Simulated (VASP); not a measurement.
# BN (Fmm2) in VASP: a series of runs

BN is run at these levels: PBEsol; tasks: single point, relaxation of cell and atoms.

Program: VASP 6.6.1. These are calculated values, not measurements. Logs are shortened: lines on timing, memory, paths and dates and some standing lists are left out, and cuts for length are marked.

### 1 The cell of the first run

Symmetry: Fmm2, No. 42, orthorhombic system. The conventional cell has a = 2.505 Å, b = 7.114 Å, c = 4.336 Å, α = 90.00°, β = 90.00°, γ = 90.00°. Within 1.9 Å of B (site symmetry mm2) lie 3 N at 1.45 Å. N (site symmetry mm2) has 3 B at 1.45 Å within 1.9 Å.

### 2 Single point, PBEsol

The input, INCAR:

```
  PREC = Accurate
  ENCUT = 520
  EDIFF = 1E-6
  ISMEAR = 0
  SIGMA = 0.01
  LREAL = F
  LASPH = T
  NELM = 80
  ALGO = Normal
  ISIF = 2
  LWAVE = F
  LCHARG = F
  GGA = PS
  NBANDS = 11
```

The input, KPOINTS:

```
regular mesh
0
Gamma
  10 10 10
```

The input, POSCAR:

```
BN
1.0
    0.0000000000      3.5571382287      2.1677714706
    1.2524567746      0.0000000000      2.1677714706
    1.2524567746      3.5571382287      0.0000000000
B N
1 1
Direct
    0.0000751935      0.0000751935      0.9999248065
    0.6666401232      0.6666401232      0.3333598768
```

Potentials or basis: VASP PAW PBE potentials, release 64 (B, N).

Command:

```
$ cat potpaw_PBE.64/B/POTCAR potpaw_PBE.64/N/POTCAR > POTCAR
$ mpirun -np 1 vasp_std > vasp.out
```

OUTCAR:

```text
PREC = Accurate
   ENCUT = 520
   EDIFF = 1E-6
   ISMEAR = 0
   LREAL = F
   LASPH = T
   NELM = 80
   ISIF = 2
   GGA = PS

 ion  position               nearest neighbor table
   1  0.000  0.000  1.000-   2 1.45   2 1.45   2 1.45
   2  0.667  0.667  0.333-   1 1.45   1 1.45   1 1.45

  LATTYP: Found a face centered orthorhombic cell.
 ALAT       =     2.5049135492
 B/A-ratio  =     1.7308153978
 C/A-ratio  =     2.8401285384

  Lattice vectors:

 A1 = (  -0.0000000000,   3.5571382287,   2.1677714706)
 A2 = (  -1.2524567746,   3.5571382287,   0.0000000000)
 A3 = (  -1.2524567746,   0.0000000000,   2.1677714706)

Analysis of symmetry for initial positions (statically):
=====================================================================
 Subroutine PRICEL returns:
 Original cell was already a primitive cell.

 Routine SETGRP: Setting up the symmetry group for a
 face centered orthorhombic supercell.

 Subroutine GETGRP returns: Found  4 space group operations
 (whereof  4 operations were pure point group operations)
 out of a pool of  8 trial point group operations.

The static configuration has the point symmetry C_2v.

Analysis of symmetry for dynamics (positions and initial velocities):
=====================================================================
 Subroutine PRICEL returns:
 Original cell was already a primitive cell.

 Routine SETGRP: Setting up the symmetry group for a
 face centered orthorhombic supercell.

 Subroutine GETGRP returns: Found  4 space group operations
 (whereof  4 operations were pure point group operations)
 out of a pool of  8 trial point group operations.

The dynamic configuration has the point symmetry C_2v.

 Subroutine INISYM returns: Found  4 space group operations
 (whereof  4 operations are pure point group operations),
 and found     1 'primitive' translations

----------------------------------------------------------------------------------------

                                     Primitive cell

  volume of cell :      19.3155

  direct lattice vectors                    reciprocal lattice vectors
     0.000000000  3.557138229  2.167771471    -0.399215374  0.140562432  0.230651619
     1.252456775  0.000000000  2.167771471     0.399215374 -0.140562432  0.230651619
     1.252456775  3.557138229  0.000000000     0.399215374  0.140562432 -0.230651619

  length of vectors
[... 83 lines left out ...]
   LREAL  =      F    real-space projection
   EDIFFG = 0.1E-04   stopping-criterion for IOM
   NSW    =      0    number of steps for IOM
   IBRION =     -1    ionic relax: 0-MD 1-quasi-New 2-CG
   NFREE  =      0    steps in history (QN), initial steepest desc. (CG)
   ISIF   =      2    stress and relaxation
   ISYM   =      2    0-nonsym 1-usesym 2-fastsym
   POTIM  = 0.5000    time-step for ionic-motion
   TEBEG  =    0.0;   TEEND  =   0.0 temperature during run
   PSTRESS=    0.0 pullay stress
   NELECT =       8.0000    total number of electrons
   NUPDOWN=      -1.0000    fix difference up-down
   EMIN   =  10.00;   EMAX   =-10.00  energy-range for DOS
   EFERMI =   0.00;   METHOD = LEGACY
   ISMEAR =     0;   SIGMA  =   0.01  broadening in eV -4-tet -1-fermi 0-gaus
   EFERMI_NEDOS =   21; number of points for ismear=-14 and -15
   IALGO  =     38    algorithm
   IMIX   =      4    mixing-type and parameters
     AMIX     =   0.40;   BMIX     =  1.00
     AMIX_MAG =   1.60;   BMIX_MAG =  1.00
  volume/ion in A,a.u.               =       9.66        65.17
  Fermi-wavevector in a.u.,A,eV,Ry     =   1.220307  2.306046 20.261111  1.489150
  Thomas-Fermi vector in A             =   2.355529
   LORBIT       =      0    0 simple, 1 ext, 2 COOP (PROOUT), +10 PAW based schemes
   GGA     = PS    functional components
   LHFCALC =     F    Hartree Fock is set to
   AEXX    =    0.0000 exact exchange contribution
   IVDW    =     0    specifies the selected vdW correction
   LEPSILON=     F    determine dielectric tensor
   LRPA    =     F    only Hartree local field effects (RPA)
 non-spin polarized calculation
 Gauss-broadening in eV      SIGMA  =   0.01
  energy-cutoff  :      520.00
  volume of cell :       19.32
 maximum number of plane-waves:       535
   NGX = 15   NGY =  9   NGZ = 13

 number of electron       8.0000000 magnetization

 Free energy of the ion-electron system (eV)
  ---------------------------------------------------
  ext. energy  EPLUGINS =         0.00000000
  ---------------------------------------------------
  free energy    TOTEN  =       -18.28374649 eV

  energy without entropy =      -18.28374649  energy(sigma->0) =      -18.28374649

 E-fermi :   1.7377     XC(G=0):  -9.8396

 val. band max:        1.6840408596   @ k =   0.4000  -0.4000   0.1000
 cond. band min:       5.5565976240   @ k =   0.0000   0.5000   0.5000
 fundamental gap:      3.8725567644
 Fermi energy:         1.7377426670

 k-point     1 :       0.0000    0.0000    0.0000
  band No.  band energies     occupation
      1     -16.0464      2.00000
      2      -2.8217      2.00000
      3       0.3598      2.00000
      4       0.3609      2.00000
      5       6.3553      0.00000
      6      13.2047      0.00000
      7      13.2635      0.00000
      8      14.6316      0.00000
      9      16.0520      0.00000
     10      27.0628      0.00000
     11      27.8019      0.00000
[... 309 lines left out ...]
 k-point    24 :       0.4000    0.3000   -0.0000
  band No.  band energies     occupation
      1     -13.7729      2.00000
      2      -5.5446      2.00000
      3      -2.5251      2.00000
      4       0.0121      2.00000
      5       9.0151      0.00000
      6      10.1839      0.00000
      7      13.4495      0.00000
      8      17.5251      0.00000
      9      19.7175      0.00000
     10      21.0356      0.00000
     11      24.6251      0.00000

 [... further k-points ...]
[... 5 lines left out ...]
  --------------------------------------------------------------------------------------
  -------------------------------------------------------------------------------------
  Total        0.0592964     -0.0127305      0.0594860      0.0000000      0.0000000      0.0000000
  in kB        4.9184888     -1.0559650      4.9342178      0.0000000      0.0000000      0.0000000
  external PRESSURE =       2.9322472 kB  Pullay stress =       0.0000000 kB

 VOLUME and BASIS-vectors are now :
 -----------------------------------------------------------------------------
  energy-cutoff  :      520.00
  volume of cell :       19.32
      direct lattice vectors                 reciprocal lattice vectors
     0.000000000  3.557138229  2.167771471    -0.399215374  0.140562432  0.230651619
     1.252456775  0.000000000  2.167771471     0.399215374 -0.140562432  0.230651619
     1.252456775  3.557138229  0.000000000     0.399215374  0.140562432 -0.230651619

 POSITION                                       TOTAL-FORCE (eV/Angst)
 -----------------------------------------------------------------------------------
      1.25246      3.55714      0.00033         0.000000      0.000000      0.000124
      1.25246      3.55714      2.89025         0.000000      0.000000     -0.000124
 -----------------------------------------------------------------------------------
    total drift:                                0.000004      0.000005     -0.000060

  FREE ENERGIE OF THE ION-ELECTRON SYSTEM (eV)
  ---------------------------------------------------
  free  energy   TOTEN  =       -18.2837464938 eV

  energy  without entropy=      -18.2837464938  energy(sigma->0) =      -18.28374649
```

It took 80 s on 1 thread of AMD EPYC 7R13, shared host; peak memory 0.13 GiB.

Results:

| Quantity | Value |
| --- | --- |
| Free energy | -18.2837 eV |
| Pressure | 0.3 GPa |
| Band gap on the k mesh | 3.87 eV, indirect (least direct gap 4.71 eV) |

Caveat: the PAW data sets were made with another functional, which shifts forces and pressure a little. A k mesh can miss the band edges.

### 3 Relaxation of cell and atoms, PBEsol

This run uses another cell than the first one, of 9.48 Å³/atom, 0.981 times its volume.

The input, INCAR:

```
SYSTEM = BN
ALGO = Normal ; EDIFF = 1E-6
EDIFFG = -0.01 ; ENCUT = 600
GGA = PS ; IBRION = 2
ISIF = 3 ; ISMEAR = 0
LASPH = .True. ; LCHARG = .False.
LREAL = .False. ; LWAVE = .False.
NELM = 100 ; NSW = 80
PREC = Accurate ; SIGMA = 0.01
```

The input, KPOINTS:

```
k-points
0
Gamma
  10 10 10
  0 0 0
```

The input, POSCAR:

```
BN
1.0
    0.0000000000      3.4953158300      2.1660912400
    1.2516321000      0.0000000000      2.1660912400
    1.2516321000      3.4953158300      0.0000000000
B N
1 1
Direct
    0.0000486500      0.0000486500      0.9999513500
    0.6666666667      0.6666666667      0.3333333333
```

Potentials or basis: VASP PAW PBE potentials, release 64 (B, N).

Command:

```
$ cat potpaw_PBE.64/B/POTCAR potpaw_PBE.64/N/POTCAR > POTCAR
$ mpirun -np 1 vasp_std > vasp.out
```

Run time: 2.7 min. Hardware: 1 thread of AMD EPYC 7R13, shared host; peak memory 0.14 GiB.

The run converged. Its results:

- Free energy: -18.2869 eV
- Relaxed volume: 9.50 Å³/atom
- Relaxed cell: a = 4.113 Å, b = 2.504 Å, c = 3.713 Å, α = 80.28°, β = 36.88°, γ = 62.84°
- Space group after relaxing (to 0.05 Å): Fmm2 (No. 42)
- Energy gained by relaxing: 0.1 meV/atom
- Ionic steps: 3
- Pressure after relaxing: 0.0 GPa
- Largest force after relaxing: 0.005 eV/Å
- Band gap on the k mesh: 3.79 eV, indirect (least direct gap 4.68 eV)

Forces in eV/Å, atoms in the order of the input:
```
B    0.000  0.000 -0.005
N    0.000  0.000  0.005
```

Stress tensor (GPa, compression positive):
```
 0.05  0.00  0.00
 0.00 -0.05  0.00
 0.00  0.00 -0.03
```

Step by step:
```tsv
step	energy change (eV)	largest force (eV/Å)	pressure (GPa)	volume (Å³)
1	0.0000	0.0130	0.68	18.95
2	0.0004	0.0406	-1.35	19.06
3	-0.0001	0.0054	-0.01	18.99
```

Final structure:
```
B N
1.0
     0.00000    3.49518    2.16833
     1.25286    0.00000    2.16833
     1.25286    3.49518    0.00000
B N
1 1
Cartesian
  1.2529 3.4952 0.0004
  1.2529 3.4952 2.8909
```

Levels at points of the mesh, in eV from the valence-band top:
| k point | band 1 | band 2 | band 3 | band 4 | band 5 | band 6 | band 7 | band 8 |
| --- | --- | --- | --- | --- | --- | --- | --- | --- |
| (0.00, 0.00, 0.00) | -17.76 | -4.44 | -1.34 | -1.34 | 4.72 | 11.49 | 11.56 | 12.96 |
| (0.50, 0.00, 0.00) | -14.55 | -8.94 | -4.15 | -0.97 | 4.59 | 9.77 | 13.17 | 15.48 |
| (0.50, 0.50, 0.00) | -14.59 | -9.03 | -4.15 | -0.47 | 5.77 | 9.35 | 12.05 | 13.60 |
| (0.50, 0.00, 0.50) | -17.56 | -6.12 | -1.37 | -1.34 | 9.48 | 11.45 | 11.51 | 11.89 |
| (0.00, 0.50, 0.50) | -14.49 | -8.84 | -4.19 | -1.43 | 3.79 | 9.85 | 14.34 | 18.40 |

Caveat: the PAW data sets were made with another functional, which shifts forces and pressure a little.

### 4 Relaxation of cell and atoms, PBEsol, target pressure 2 GPa, at which the enthalpy is minimised

This run uses another cell than the first one, of 9.48 Å³/atom, 0.981 times its volume.

The input, INCAR:

```
PREC     = Accurate       # precision mode
ENCUT    = 600            # plane-wave cutoff, eV
EDIFF    = 1E-7           # SCF threshold, eV
ISMEAR   = 0              # smearing method
SIGMA    = 0.01           # smearing width, eV
LREAL    = False          # projectors in reciprocal space
LASPH    = True           # aspherical terms in the spheres
NELM     = 80             # most SCF steps
ALGO     = Normal         # electronic algorithm
ISIF     = 3              # what is computed and relaxed
LWAVE    = False          # write WAVECAR
LCHARG   = False          # write CHGCAR
GGA      = PS             # functional
IBRION   = 2              # ionic algorithm
NSW      = 80             # ionic steps
EDIFFG   = -0.01          # ionic threshold
PSTRESS  = 20.0
```

The input, KPOINTS:

```
regular mesh
0
Gamma
  10 10 10
```

POSCAR is that of step 3.

Command:

```
$ cat potpaw_PBE.64/B/POTCAR potpaw_PBE.64/N/POTCAR > POTCAR
$ mpirun -np 1 vasp_std > vasp.out
```

Run time: 12 min. Hardware: 1 thread of AMD EPYC 7R13, shared host; peak memory 0.15 GiB.

It converged, with:

* Free energy: -18.2796 eV
* Relaxed volume: 8.70 Å³/atom
* Relaxed cell: a = 3.874 Å, b = 2.499 Å, c = 3.448 Å, α = 79.53°, β = 39.37°, γ = 61.10°
* Space group after relaxing (to 0.05 Å): Fmm2 (No. 42)
* Energy change on relaxing (the enthalpy is what falls): +3.6 meV/atom
* Ionic steps: 16
* Pressure after relaxing: 2.1 GPa
* Largest force after relaxing: 0.005 eV/Å
* Band gap on the k mesh: 3.28 eV, indirect (least direct gap 4.57 eV)

Forces in eV/Å, atoms in the order of the input:
```
B    0.000  0.000  0.005
N    0.000  0.000 -0.005
```

Stress tensor (GPa, compression positive):
```
2.14 0.00 0.00
0.00 1.92 0.00
0.00 0.00 2.16
```

Step by step:
| step | energy change (eV) | largest force (eV/Å) | pressure (GPa) | volume (Å³) |
| --- | --- | --- | --- | --- |
| 1 | 0.0000 | 0.0130 | 0.68 | 18.95 |
| 2 | 0.0016 | 0.0419 | 2.62 | 18.74 |
| 3 | 0.0017 | 0.0438 | 2.70 | 18.73 |
| 4 | 0.0017 | 0.0307 | 2.70 | 18.68 |
| 5 | 0.0017 | 0.0086 | 2.73 | 18.53 |
| 6 | 0.0024 | 0.0879 | 2.80 | 18.21 |
| 7 | 0.0064 | 0.2484 | 3.06 | 17.59 |
| 8 | 0.0060 | 0.0524 | 2.35 | 17.51 |
| 9 | 0.0063 | 0.0470 | 1.99 | 17.47 |
| 10 | 0.0063 | 0.0413 | 2.01 | 17.47 |
| 11 | 0.0064 | 0.0276 | 1.86 | 17.46 |
| 12 | 0.0066 | 0.0095 | 1.66 | 17.45 |
| 13 | 0.0068 | 0.0110 | 1.79 | 17.43 |
| 14 | 0.0069 | 0.0216 | 1.87 | 17.42 |
| 15 | 0.0070 | 0.0265 | 1.90 | 17.41 |
| 16 | 0.0072 | 0.0052 | 2.07 | 17.39 |

Final structure:
```
B N
1.0
     0.00000    3.21352    2.16296
     1.25118    0.00000    2.16296
     1.25118    3.21352    0.00000
B N
1 1
Direct
  0.00014 0.00014 0.99986
  0.66657 0.66657 0.33343
```

Levels at points of the mesh, in eV from the valence-band top:
```csv
k point,band 1,band 2,band 3,band 4,band 5,band 6,band 7,band 8
"(0.00, 0.00, 0.00)",-18.06,-4.18,-1.51,-1.50,5.01,11.35,11.48,13.03
"(0.50, 0.00, 0.00)",-14.75,-9.15,-4.33,-1.16,4.36,9.72,13.47,16.38
"(0.50, 0.50, 0.00)",-14.83,-9.32,-4.32,-0.35,6.08,9.26,12.16,14.06
"(0.50, 0.00, 0.50)",-17.68,-6.70,-1.56,-1.49,10.26,11.26,11.39,12.36
"(0.00, 0.50, 0.50)",-14.62,-8.96,-4.41,-1.89,3.28,9.65,14.85,19.20
```

Caveat: the cell is relaxed towards a set pressure, so the enthalpy falls and the energy may rise; the PAW data sets were made with another functional, which shifts forces and pressure a little. A hybrid or GW would open this gap; PBEsol tends to underestimate it.

### 5 Relaxation of cell and atoms, PBEsol, target pressure 4 GPa, at which the enthalpy is minimised

This run uses another cell than the first one, of 9.48 Å³/atom, 0.981 times its volume.

The input, INCAR:

```
SYSTEM = BN
PREC = Accurate
ENCUT = 600
EDIFF = 1E-7
ISMEAR = 0
SIGMA = 0.01
LREAL = .False.
LASPH = .True.
NELM = 60
ALGO = Normal
ISIF = 3
LWAVE = .False.
LCHARG = .False.
GGA = PS
IBRION = 2
NSW = 80
EDIFFG = -0.01
PSTRESS = 40.0
```

The input, KPOINTS:

```
regular mesh
0
Gamma
  10 10 10
  0 0 0
```

POSCAR is that of step 4.

Command:

```
$ cat potpaw_PBE.64/B/POTCAR potpaw_PBE.64/N/POTCAR > POTCAR
$ mpirun -np 1 vasp_std > vasp.out
```

Run time: 15 min. Hardware: 1 thread of AMD EPYC 7R13, shared host; peak memory 0.14 GiB.

It converged, with:

- Free energy: -18.2655 eV
- Relaxed volume: 8.31 Å³/atom
- Relaxed cell: a = 3.760 Å, b = 2.495 Å, c = 3.323 Å, α = 79.14°, β = 40.66°, γ = 60.21°
- Space group after relaxing (to 0.05 Å): Fmm2 (No. 42)
- Energy change on relaxing (the enthalpy is what falls): +10.6 meV/atom
- Ionic steps: 20
- Pressure after relaxing: 4.0 GPa
- Band gap on the k mesh: 2.95 eV, indirect (least direct gap 4.53 eV)

Stress tensor (GPa, compression positive):
```
3.93 0.00 0.00
0.00 4.07 0.00
0.00 0.00 3.90
```

The path:
```
step  energy change (eV)  largest force (eV/Å)  pressure (GPa)  volume (Å³)
   1              0.0000                0.0130            0.68        18.95
   2              0.0110                0.0434            6.88        18.42
   3              0.0048                0.0213            4.49        18.62
   4              0.0047                0.0079            4.50        18.40
   5              0.0066                0.0966            4.61        17.74
   6              0.0276                0.2792            5.51        16.42
   7              0.0596                1.2693            0.92        16.27
   8              0.0272                0.0189            4.75        16.40
   9              0.0272                0.0278            4.78        16.40
  10              0.0239                0.0395            3.41        16.53
  11              0.0246                0.0369            3.72        16.50
  12              0.0232                0.0550            3.79        16.55
  13              0.0231                0.0658            3.80        16.55
  14              0.0223                0.0276            4.20        16.58
  15              0.0222                0.0185            4.31        16.58
  16              0.0222                0.0160            4.34        16.58
  17              0.0215                0.0168            4.09        16.61
  18              0.0215                0.0183            4.08        16.61
  19              0.0212                0.0055            3.93        16.62
  20              0.0213                0.0009            3.97        16.62
```

Final structure:
```
B N
1.0
     0.00000    3.07864    2.15898
     1.24998    0.00000    2.15898
     1.24998    3.07864    0.00000
B N
1 1
Direct
  0.00021 0.00021 0.99979
  0.66650 0.66651 0.33350
```

Levels at points of the mesh, in eV from the valence-band top:
```tsv
k point	band 1	band 2	band 3	band 4	band 5	band 6	band 7	band 8
(0.00, 0.00, 0.00)	-18.31	-4.04	-1.64	-1.63	5.20	11.22	11.40	13.00
(0.50, 0.00, 0.00)	-14.91	-9.33	-4.48	-1.32	4.19	9.65	13.63	16.88
(0.50, 0.50, 0.00)	-15.03	-9.54	-4.46	-0.30	6.22	9.20	12.23	14.34
(0.50, 0.00, 0.50)	-17.79	-7.09	-1.72	-1.62	10.59	11.11	11.28	12.51
(0.00, 0.50, 0.50)	-14.73	-9.06	-4.59	-2.22	2.95	9.46	15.13	19.56
```

Caveat: the cell is relaxed towards a set pressure, so the enthalpy falls and the energy may rise; the PAW data sets were made with another functional, which shifts forces and pressure a little. A k mesh can miss the band edges.

(Part 1 of 2 ends here.)
